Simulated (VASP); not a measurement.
# KTa6 in VASP: further runs

The runs below take KTa6 through single point, with PBEsol.

Everything below comes from runs of VASP 6.6.1. Logs are shortened: lines on timing, memory, paths and dates and some standing lists are left out, and cuts for length are marked.

## (1) The cell of the first run

The cell holds a slab with vacuum, 7 atoms: a = 4.639 Å, b = 4.639 Å, c = 19.944 Å, α = 90.00°, β = 90.00°, γ = 120.00°.

## (2) Single point, PBEsol

Contents of INCAR:

```
SYSTEM = KTa6
PREC     = Accurate       ! precision mode
ENCUT    = 520            ! plane-wave cutoff, eV
EDIFF    = 1E-7           ! SCF threshold, eV
ISMEAR   = 0              ! smearing method
SIGMA    = 0.1            ! smearing width, eV
LREAL    = .False.        ! projectors in reciprocal space
LASPH    = .True.         ! aspherical terms in the spheres
NELM     = 80             ! most SCF steps
ALGO     = Normal         ! electronic algorithm
ISIF     = 2              ! what is computed and relaxed
LWAVE    = .False.        ! write WAVECAR
LCHARG   = .True.         ! write CHGCAR
LDIPOL   = .True.       
IDIPOL   = 3            
DIPOL    = 0.5 0.5 0.347
GGA      = PS             ! functional
LELF     = .True.         ! ELF
LVHAR    = .True.       
LVACPOTAV= .True.       
NBANDS   = 46             ! bands
```

Contents of KPOINTS:

```
Automatic mesh
0
Gamma
  6 6 1
  0 0 0
```

Contents of POSCAR:

```
KTa6
1.0
    4.6392671641      0.0000000000      0.0000000000
   -2.3196335821      4.0177232191      0.0000000000
    0.0000000000      0.0000000000     19.9438808552
Ta K
6 1
Direct
    0.6666666667      0.3333333333      0.2005627706
    0.3333333333      0.6666666667      0.2480453268
    0.0000000000      0.0000000000      0.2955278831
    0.6666666667      0.3333333333      0.3400187737
    0.3333333333      0.6666666667      0.3814681521
    0.0000000000      0.0000000000      0.4233820346
    0.6666666667      0.2222222222      0.5434560787
```

Potentials or basis: VASP PAW PBE potentials, release 64 (Ta_pv, K_sv).

On the command line:

```console
$ cat potpaw_PBE.64/Ta_pv/POTCAR potpaw_PBE.64/K_sv/POTCAR > POTCAR
$ mpirun -np 1 vasp_std > vasp.out
```

OUTCAR:

```text
SYSTEM = KTa6
   PREC = Accurate
   ENCUT = 520
   EDIFF = 1E-7
   ISMEAR = 0
   LREAL = .False.
   LASPH = .True.
   NELM = 80
   ISIF = 2
   GGA = PS

 ion  position               nearest neighbor table
   1  0.667  0.333  0.201-   4 2.78   2 2.84   2 2.84   2 2.84   3 3.28   3 3.28   3 3.28
   2  0.333  0.667  0.248-   5 2.66   1 2.84   1 2.84   3 2.84   1 2.84   3 2.84   3 2.84   4 3.25
                             4 3.25   4 3.25
   3  0.000  0.000  0.296-   6 2.55   4 2.82   4 2.82   4 2.82   2 2.84   2 2.84   2 2.84   5 3.18
                             5 3.18   5 3.18   1 3.28   1 3.28   1 3.28
   4  0.667  0.333  0.340-   1 2.78   5 2.80   5 2.80   5 2.80   3 2.82   3 2.82   3 2.82   6 3.15
                             6 3.15   6 3.15   2 3.25   2 3.25   2 3.25
   5  0.333  0.667  0.381-   2 2.66   4 2.80   4 2.80   4 2.80   6 2.81   6 2.81   6 2.81   3 3.18
                             3 3.18   3 3.18
   6  0.000  0.000  0.423-   3 2.55   5 2.81   5 2.81   5 2.81   4 3.15   4 3.15   4 3.15   7 3.28
                             7 3.63
   7  0.667  0.222  0.543-   6 3.28   6 3.63

  LATTYP: Found a hexagonal cell.
 ALAT       =     4.6392671641
 C/A-ratio  =     4.2989291519

  Lattice vectors:

 A1 = (   4.6392671641,   0.0000000000,   0.0000000000)
 A2 = (  -2.3196335821,   4.0177232191,   0.0000000000)
 A3 = (   0.0000000000,   0.0000000000,  19.9438808552)

Analysis of symmetry for initial positions (statically):
=====================================================================
 Subroutine PRICEL returns:
 Original cell was already a primitive cell.

 Routine SETGRP: Setting up the symmetry group for a
 hexagonal supercell.

 Subroutine GETGRP returns: Found  1 space group operations
 (whereof  1 operations were pure point group operations)
 out of a pool of 24 trial point group operations.

The static configuration has the point symmetry C_1 .

Analysis of symmetry for dynamics (positions and initial velocities):
=====================================================================
 Subroutine PRICEL returns:
 Original cell was already a primitive cell.

 Routine SETGRP: Setting up the symmetry group for a
 hexagonal supercell.

 Subroutine GETGRP returns: Found  1 space group operations
 (whereof  1 operations were pure point group operations)
 out of a pool of 24 trial point group operations.

The dynamic configuration has the point symmetry C_1 .

 Subroutine INISYM returns: Found  1 space group operations
 (whereof  1 operations are pure point group operations),
 and found     1 'primitive' translations

----------------------------------------------------------------------------------------

                                     Primitive cell

  volume of cell :     371.7398

  direct lattice vectors                    reciprocal lattice vectors
     4.639267164  0.000000000  0.000000000     0.215551285  0.124448593  0.000000000
    -2.319633582  4.017723219  0.000000000     0.000000000  0.248897185  0.000000000
     0.000000000  0.000000000 19.943880855     0.000000000  0.000000000  0.050140693

  length of vectors
     4.639267164  4.639267164 19.943880855     0.248897185  0.248897185  0.050140693

  position of ions in fractional coordinates (direct lattice)
     0.666666667  0.333333333  0.200562771
     0.333333333  0.666666667  0.248045327
     0.000000000  0.000000000  0.295527883
     0.666666667  0.333333333  0.340018774
     0.333333333  0.666666667  0.381468152
     0.000000000  0.000000000  0.423382035
     0.666666667  0.222222222  0.543456079

  ion indices of the primitive-cell ions
   primitive index   ion index
                 1           1
                 2           2
                 3           3
                 4           4
                 5           5
                 6           6
                 7           7

----------------------------------------------------------------------------------------

 KPOINTS: Automatic mesh

Automatic generation of k-mesh.
 Grid dimensions read from file:
 generate k-points for:    6    6    1

 Generating k-lattice:

  Cartesian coordinates                     Fractional coordinates (reciprocal lattice)
     0.035925214  0.020741432  0.000000000     0.166666667  0.000000000  0.000000000
     0.000000000  0.041482864  0.000000000     0.000000000  0.166666667  0.000000000
     0.000000000  0.000000000  0.050140693     0.000000000  0.000000000  1.000000000

  Length of vectors
     0.041482864  0.041482864  0.050140693

  Shift w.r.t. Gamma in fractional coordinates (k-lattice)
     0.000000000  0.000000000  0.000000000

 Subroutine IBZKPT returns following result:
 ===========================================

 Found     20 irreducible k-points:

 Following reciprocal coordinates:
            Coordinates               Weight
  0.000000  0.000000  0.000000      1.000000
  0.166667  0.000000  0.000000      2.000000
  0.000000  0.166667  0.000000      2.000000
 -0.166667  0.166667  0.000000      2.000000
  0.333333 -0.000000  0.000000      2.000000
  0.000000  0.333333  0.000000      2.000000
[... 12 lines left out ...]
  0.500000 -0.166667  0.000000      2.000000
  0.333333  0.333333  0.000000      2.000000
   k-points           NKPTS =     20   k-points in BZ     NKDIM =     20   number of bands    NBANDS=     46
   number of dos      NEDOS =    301   number of ions     NIONS =      7
   total plane-waves  NPLWV = 194400
   dimension x,y,z NGX =    36 NGY =   36 NGZ =  150
   dimension x,y,z NGXF=    72 NGYF=   72 NGZF=  300
   ions per type =               6   1
   NGX,Y,Z   is equivalent  to a cutoff of  12.90, 12.90, 12.50 a.u.
   NGXF,Y,Z  is equivalent  to a cutoff of  25.80, 25.80, 25.01 a.u.
 SYSTEM =  KTa6
   PREC   = accura    normal or accurate (medium, high low for compatibility)
   ISTART =      0    job   : 0-new  1-cont  2-samecut
   ICHARG =      2    charge: 1-file 2-atom 10-const
   ISPIN  =      1    spin polarized calculation?
   LNONCOLLINEAR =      F non collinear calculations
   LSORBIT =      F    spin-orbit coupling
   LASPH  =      T    aspherical Exc in radial PAW
   ENCUT  =  520.0 eV  38.22 Ry    6.18 a.u.   8.63  8.63 37.08*2*pi/ulx,y,z
   NELM   =     80;   NELMIN=  2; NELMDL= -5     # of ELM steps
   EDIFF  = 0.1E-06   stopping-criterion for ELM
   LREAL  =      F    real-space projection
   EDIFFG = 0.1E-05   stopping-criterion for IOM
   NSW    =      0    number of steps for IOM
   IBRION =     -1    ionic relax: 0-MD 1-quasi-New 2-CG
   NFREE  =      0    steps in history (QN), initial steepest desc. (CG)
   ISIF   =      2    stress and relaxation
   ISYM   =      2    0-nonsym 1-usesym 2-fastsym
   POTIM  = 0.5000    time-step for ionic-motion
   TEBEG  =    0.0;   TEEND  =   0.0 temperature during run
   PSTRESS=    0.0 pullay stress
   NELECT =      75.0000    total number of electrons
   NUPDOWN=      -1.0000    fix difference up-down
   EMIN   =  10.00;   EMAX   =-10.00  energy-range for DOS
   EFERMI =   0.00;   METHOD = LEGACY
   ISMEAR =     0;   SIGMA  =   0.10  broadening in eV -4-tet -1-fermi 0-gaus
   EFERMI_NEDOS =   21; number of points for ismear=-14 and -15
   IALGO  =     38    algorithm
   IMIX   =      4    mixing-type and parameters
     AMIX     =   0.40;   BMIX     =  1.00
     AMIX_MAG =   1.60;   BMIX_MAG =  1.00
  volume/ion in A,a.u.               =      53.11       358.37
  Fermi-wavevector in a.u.,A,eV,Ry     =   0.960172  1.814461 12.543615  0.921930
  Thomas-Fermi vector in A             =   2.089432
   LORBIT       =      0    0 simple, 1 ext, 2 COOP (PROOUT), +10 PAW based schemes
   GGA     = PS    functional components
   LHFCALC =     F    Hartree Fock is set to
   AEXX    =    0.0000 exact exchange contribution
   IVDW    =     0    specifies the selected vdW correction
   LEPSILON=     F    determine dielectric tensor
   LRPA    =     F    only Hartree local field effects (RPA)
 non-spin polarized calculation
 Gauss-broadening in eV      SIGMA  =   0.10
  energy-cutoff  :      520.00
  volume of cell :      371.74
 maximum number of plane-waves:     10037
 NGX is ok and might be reduce to    36
   NGX = 17   NGY = 17   NGZ = 75

 dipolmoment           0.000000      0.000000      0.213222 electrons x Angstroem

 number of electron      75.0000005 magnetization

 dipolmoment           0.000000      0.000000     -0.164891 electrons x Angstroem

 Free energy of the ion-electron system (eV)
  ---------------------------------------------------
  ext. energy  EPLUGINS =         0.00000000
  ---------------------------------------------------
  free energy    TOTEN  =       -69.91466004 eV

  energy without entropy =      -69.87871387  energy(sigma->0) =      -69.89668696

 E-fermi :   0.1556     XC(G=0):  -5.6244

 val. band max:        0.1195605345   @ k =   0.5000   0.0000   0.0000
 cond. band min:       0.1943799009   @ k =   0.1667   0.1667   0.0000
 fundamental gap:      0.0748193664
 Fermi energy:         0.1556057347

 k-point     1 :       0.0000    0.0000    0.0000
  band No.  band energies     occupation
      1     -34.5811      2.00000
      2     -34.3653      2.00000
      3     -34.2760      2.00000
      4     -34.2754      2.00000
      5     -34.0855      2.00000
      6     -34.0840      2.00000
[... 38 lines left out ...]
     45       2.3126      0.00000
     46       2.4821      0.00000

 k-point     2 :       0.1667    0.0000    0.0000
  band No.  band energies     occupation
      1     -34.5900      2.00000
      2     -34.3861      2.00000
      3     -34.3140      2.00000
      4     -34.2878      2.00000
      5     -34.1602      2.00000
      6     -34.1240      2.00000
[... 38 lines left out ...]
     45       2.1134      0.00000
     46       2.3139      0.00000

 k-point     3 :       0.0000    0.1667    0.0000
  band No.  band energies     occupation
      1     -34.5900      2.00000
      2     -34.3861      2.00000
      3     -34.3144      2.00000
      4     -34.2874      2.00000
      5     -34.1610      2.00000
      6     -34.1233      2.00000
[... 822 lines left out ...]
     45       1.9476      0.00000
     46       2.0567      0.00000

 k-point    20 :       0.3333    0.3333    0.0000
  band No.  band energies     occupation
      1     -34.6234      2.00000
      2     -34.4925      2.00000
      3     -34.3246      2.00000
      4     -34.2453      2.00000
      5     -34.2417      2.00000
      6     -34.0989      2.00000
[... 38 lines left out ...]
     45       1.5830      0.00000
     46       2.0113      0.00000

------------------------ aborting loop because EDIFF is reached ----------------------------------------

  FORCE on cell =-STRESS in cart. coord.  units (eV):
  Direction    XX          YY          ZZ          XY          YZ          ZX
  --------------------------------------------------------------------------------------
  -------------------------------------------------------------------------------------
  Total       -3.8320197     -4.6169825     -3.4772473     -0.2072405      0.5432399     -0.5150665
  in kB      -16.5157860    -19.8989307    -14.9867371     -0.8931945      2.3413327     -2.2199071
  external PRESSURE =     -17.1338180 kB  Pullay stress =       0.0000000 kB

 VOLUME and BASIS-vectors are now :
 -----------------------------------------------------------------------------
  energy-cutoff  :      520.00
  volume of cell :      371.74
      direct lattice vectors                 reciprocal lattice vectors
     4.639267164  0.000000000  0.000000000     0.215551285  0.124448593  0.000000000
    -2.319633582  4.017723219  0.000000000     0.000000000  0.248897185  0.000000000
     0.000000000  0.000000000 19.943880855     0.000000000  0.000000000  0.050140693

 POSITION                                       TOTAL-FORCE (eV/Angst)
 -----------------------------------------------------------------------------------
      2.31963      1.33924      4.00000        -0.003098     -0.002965      1.745710
     -0.00000      2.67848      4.94699        -0.000327      0.003554     -0.004771
      0.00000      0.00000      5.89397         0.007385      0.008183     -1.817938
      2.31963      1.33924      6.78129        -0.001819     -0.024046      0.046201
     -0.00000      2.67848      7.60796        -0.016667     -0.004360      0.343630
      0.00000      0.00000      8.44388         0.235097     -0.197489     -0.322128
      2.57737      0.89283     10.83862        -0.220572      0.217123      0.009296
 -----------------------------------------------------------------------------------
    total drift:                               -0.000018      0.000040      0.000169

  FREE ENERGIE OF THE ION-ELECTRON SYSTEM (eV)
  ---------------------------------------------------
  free  energy   TOTEN  =       -69.9146600443 eV

  energy  without entropy=      -69.8787138719  energy(sigma->0) =      -69.89668696

 vacuum level on the upper side and lower side of the slab         1.969         3.607
```

Wall time 8.1 min (1 thread of Intel Xeon 6975P-C (Granite Rapids), shared host); peak memory 0.57 GiB.

Results:

```yaml
Free_energy: -69.9147 eV
Largest_force: 1.818 eV/Å
Band_gap_on_the_k_mesh: zero (an odd number of electrons rules out a gap without spin polarisation)
```

Forces on the atoms (eV/Å):
```
Ta  -0.003 -0.003  1.746
Ta   0.000  0.004 -0.005
Ta   0.007  0.008 -1.818
Ta  -0.002 -0.024  0.046
Ta  -0.017 -0.004  0.344
Ta   0.235 -0.197 -0.322
K   -0.221  0.217  0.009
```

Caveat: the PAW data sets were made with another functional, which shifts forces and pressure a little; spin-orbit coupling is left out, which moves the levels of the heavy elements.

## (3) Single point, PBEsol

Contents of INCAR:

```
SYSTEM = KTa6
PREC     = Accurate       ! precision mode
ENCUT    = 520            ! plane-wave cutoff, eV
EDIFF    = 1E-6           ! SCF threshold, eV
ISMEAR   = 0              ! smearing method
SIGMA    = 0.1            ! smearing width, eV
LREAL    = .False.        ! projectors in reciprocal space
LASPH    = .True.         ! aspherical terms in the spheres
NELM     = 80             ! most SCF steps
ALGO     = Normal         ! electronic algorithm
ISIF     = 2              ! what is computed and relaxed
LWAVE    = .False.        ! write WAVECAR
LCHARG   = .False.        ! write CHGCAR
LDIPOL   = .True.       
IDIPOL   = 3            
DIPOL    = 0.5 0.5 0.353
GGA      = PS             ! functional
NBANDS   = 46             ! bands
```

Contents of KPOINTS:

```
regular mesh
0
Gamma
  6 6 1
  0 0 0
```

Changes to POSCAR since step 2:

```diff
@@ -14,2 +14,2 @@
     0.0000000000      0.0000000000      0.4233820346
-    0.6666666667      0.2222222222      0.5434560787
+    0.0000000000      0.2222222222      0.5842196395
```

Potentials or basis: VASP PAW PBE potentials, release 64 (Ta_pv, K_sv).

On the command line:

```console
$ cat potpaw_PBE.64/Ta_pv/POTCAR potpaw_PBE.64/K_sv/POTCAR > POTCAR
$ mpirun -np 1 vasp_std > vasp.out
```

Wall time 6.6 min (1 thread of Intel Xeon 6975P-C (Granite Rapids), shared host); peak memory 0.61 GiB.

The run converged. Its results:

```yaml
Free_energy: -69.4514 eV
Largest_force: 1.820 eV/Å
Band_gap_on_the_k_mesh: zero (an odd number of electrons rules out a gap without spin polarisation)
```

Forces on the atoms (eV/Å):
```
Ta  -0.003  0.011  1.808
Ta  -0.001 -0.002 -0.043
Ta   0.006 -0.013 -1.820
Ta   0.001  0.020  0.063
Ta  -0.003 -0.005  0.255
Ta   0.128 -0.214 -0.260
K   -0.128  0.203 -0.003
```

Levels at points of the mesh, in eV from the Fermi level:
| k point | band 36 | band 37 | band 38 | band 39 | band 40 | band 41 |
| --- | --- | --- | --- | --- | --- | --- |
| (0.00, 0.00, 0.00) | -0.93 | -0.38 | -0.38 | 0.07 | 0.17 | 0.25 |
| (0.50, 0.00, 0.00) | -0.66 | -0.28 | -0.02 | 0.11 | 0.85 | 1.04 |
| (0.00, 0.50, 0.00) | -0.66 | -0.27 | -0.01 | 0.11 | 0.85 | 1.10 |
| (0.50, 0.50, 0.00) | -0.67 | -0.28 | -0.01 | 0.12 | 0.84 | 1.09 |

Caveat: the PAW data sets were made with another functional, which shifts forces and pressure a little; spin-orbit coupling is left out, which moves the levels of the heavy elements.

## (4) Single point, PBEsol

Contents of INCAR:

```
SYSTEM = KTa6
PREC = Accurate
ENCUT = 520
EDIFF = 1E-6
ISMEAR = 0
SIGMA = 0.1
LREAL = .False.
LASPH = .True.
NELM = 80
ALGO = Normal
ISIF = 2
LWAVE = .False.
LCHARG = .False.
LDIPOL = .True.
IDIPOL = 3
DIPOL = 0.5 0.5 0.349
GGA = PS
NBANDS = 46
```

KPOINTS is that of step 3.

Changes to POSCAR since step 3:

```diff
@@ -14,2 +14,2 @@
     0.0000000000      0.0000000000      0.4233820346
-    0.0000000000      0.2222222222      0.5842196395
+    0.0000000000      0.4444444444      0.5574162248
```

On the command line:

```console
$ cat potpaw_PBE.64/Ta_pv/POTCAR potpaw_PBE.64/K_sv/POTCAR > POTCAR
$ mpirun -np 1 vasp_std > vasp.out
```

Run time: 6.5 min. Hardware: 1 thread of Intel Xeon 6975P-C (Granite Rapids), shared host; peak memory 0.62 GiB.

It converged, with:

| Item | Value |
| --- | --- |
| Free energy | -69.7521 eV |
| Largest force | 1.831 eV/Å |
| Band gap on the k mesh | zero (an odd number of electrons rules out a gap without spin polarisation) |

Forces on the atoms (eV/Å):
```
Ta   0.006  0.013  1.769
Ta  -0.006 -0.005 -0.005
Ta  -0.011 -0.024 -1.831
Ta   0.036  0.040  0.070
Ta   0.008  0.026  0.188
Ta   0.140 -0.158 -0.196
K   -0.172  0.109  0.005
```

Levels at points of the mesh, in eV from the Fermi level:
| k point | band 34 | band 35 | band 36 | band 37 | band 38 | band 39 | band 40 | band 41 |
| --- | --- | --- | --- | --- | --- | --- | --- | --- |
| (0.00, 0.00, 0.00) | -1.08 | -0.98 | -0.97 | -0.42 | -0.41 | 0.14 | 0.21 | 0.22 |
| (0.50, 0.00, 0.00) | -1.14 | -0.97 | -0.71 | -0.30 | -0.08 | 0.08 | 0.82 | 1.03 |
| (0.00, 0.50, 0.00) | -1.12 | -0.97 | -0.69 | -0.30 | -0.02 | 0.09 | 0.80 | 1.03 |
| (0.50, 0.50, 0.00) | -1.12 | -0.97 | -0.70 | -0.30 | -0.03 | 0.10 | 0.80 | 1.02 |

Caveat: the PAW data sets were made with another functional, which shifts forces and pressure a little; spin-orbit coupling is left out, which moves the levels of the heavy elements.

## (5) Overview

| cell | gap on the mesh (eV) | largest force (eV/Å) |
| --- | --- | --- |
| as given, atomic positions A | none | 1.82 |
| as given, atomic positions B | none | 1.82 |
| as given, atomic positions C | none | 1.83 |

Alike in all rows: task single point; level PBEsol; potentials or basis VASP PAW PBE potentials, release 64 (Ta_pv, K_sv); no spin polarisation; k mesh 6 × 6 × 1; cutoff (eV) 520; smearing gaussian 0.1 eV.

Caveats: the PAW data sets were made with another functional, which shifts forces and pressure a little; spin-orbit coupling is left out, which moves the levels of the heavy elements.

Absolute energies hang on the potentials; compare differences alone.

The gap in the log of VASP goes by the Fermi energy; the results here count the filled bands.